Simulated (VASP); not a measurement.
A run of VASP 6.6.1 is set up as follows.

File POSCAR:

```
Hg
1.0
    1.8778599936      1.0841829728      2.1547276236
   -1.8778599936      1.0841829728      2.1547276236
    0.0000000000     -2.1683659456      2.1547276235
Hg
1
Direct
    0.0000000000      0.0000000000      0.0000000000
```

INCAR.step1

```
SYSTEM = Hg
  ALGO = Normal
  EDIFF = 1E-4
  ENCUT = 520
  GGA = PE
  ISMEAR = 1
  LASPH = .True.
  LCHARG = .False.
  LREAL = .False.
  LWAVE = .True.
  NBANDS = 12
  NELM = 60
  PREC = Accurate
  SIGMA = 1.0
```

INCAR.step2

```
SYSTEM = Hg
  ALGO = Normal
  EDIFF = 1E-6
  ENCUT = 520
  ISIF = 2
  ISMEAR = 1
  ISTART = 1
  LASPH = .True.
  LCHARG = .False.
  LMIXTAU = .True.
  LREAL = .False.
  LWAVE = .False.
  METAGGA = R2SCAN
  NBANDS = 12
  NELM = 60
  PREC = Accurate
  SIGMA = 1.0
```

Contents of KPOINTS:

```
k-points
0
Gamma
  11 11 11
  0 0 0
```

Potentials or basis: VASP PAW PBE potentials, release 64 (Hg).

The run is started by

```bash
$ cat potpaw_PBE.64/Hg/POTCAR > POTCAR
$ cp INCAR.step1 INCAR
$ mpirun -np 1 vasp_std > vasp.out
$ cp INCAR.step2 INCAR
$ mpirun -np 1 vasp_std > vasp.out
```

Estimate the pressure.

0.4 GPa.

Predict the band gap on the k mesh.

zero (bands 6 and 7 overlap by 2.63 eV).

Stress tensor (GPa, compression positive):
```
0.44 0.00 0.00
0.00 0.44 0.00
0.00 0.00 0.27
```

Caveat: so wide a smearing shifts energies and pressures; the PAW data sets were made with another functional, which shifts forces and pressure a little; spin-orbit coupling is left out, which moves the levels of the heavy elements.
